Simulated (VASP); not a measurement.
# Co: single point with PBEsol

The system is Co.

```
Co
1.0
    -1.40232    1.40232    1.40232
     1.40232   -1.40232    1.40232
     1.40232    1.40232   -1.40232
Co
1
Direct
  0.00000 0.00000 0.00000
```

```
Program             : VASP 6.6.1
Task                : single point
Functional          : PBEsol
Potentials or basis : VASP PAW PBE potentials, release 64 (Co)
Cutoff              : 520 eV
k mesh              : 24 × 24 × 24
Occupations         : gaussian, width 0.15 eV
Spin                : collinear spin, ferromagnetic start
Starting moments    : [2.05] μB
```

```yaml
Pressure: -9.4 GPa
Net_moment: 1.73 μB per cell
Site_moments: Co +1.75 μB
Valence_electrons_inside_the_program's_atomic_spheres: Co 8.23
```

Levels at points of the mesh, in eV from the Fermi level:
Spin up:
```csv
k point,band 2,band 3,band 4,band 5,band 6,band 7,band 8,band 9
"(0.00, 0.00, 0.00)",-3.02,-3.02,-3.02,-1.89,-1.89,25.17,25.17,25.17
"(0.50, 0.00, 0.00)",-4.00,-1.84,-1.73,-0.57,-0.14,6.31,18.22,19.62
"(0.50, 0.50, 0.50)",-5.33,-0.82,-0.82,-0.82,9.34,9.34,9.34,15.08
```
Spin down:
| k point | band 1 | band 2 | band 3 | band 4 | band 5 | band 6 | band 7 | band 8 | band 9 |
| --- | --- | --- | --- | --- | --- | --- | --- | --- | --- |
| (0.00, 0.00, 0.00) | -9.12 | -1.45 | -1.45 | -1.45 | 0.29 | 0.29 | 25.03 | 25.03 | 25.03 |
| (0.50, 0.00, 0.00) | -4.40 | -2.58 | -0.07 | 0.19 | 0.51 | 1.24 | 7.36 | 18.28 | 19.99 |
| (0.50, 0.50, 0.50) | -3.82 | -3.82 | 0.97 | 0.97 | 0.97 | 9.52 | 9.52 | 9.52 | 15.88 |

Wall time 98 s on 1 thread of Intel(R) Xeon(R) Platinum 8375C CPU @ 2.90GHz (Ice Lake) (shared host), peak memory 0.21 GiB.

Caveat: the PAW data sets were made with another functional, which shifts forces and pressure a little.
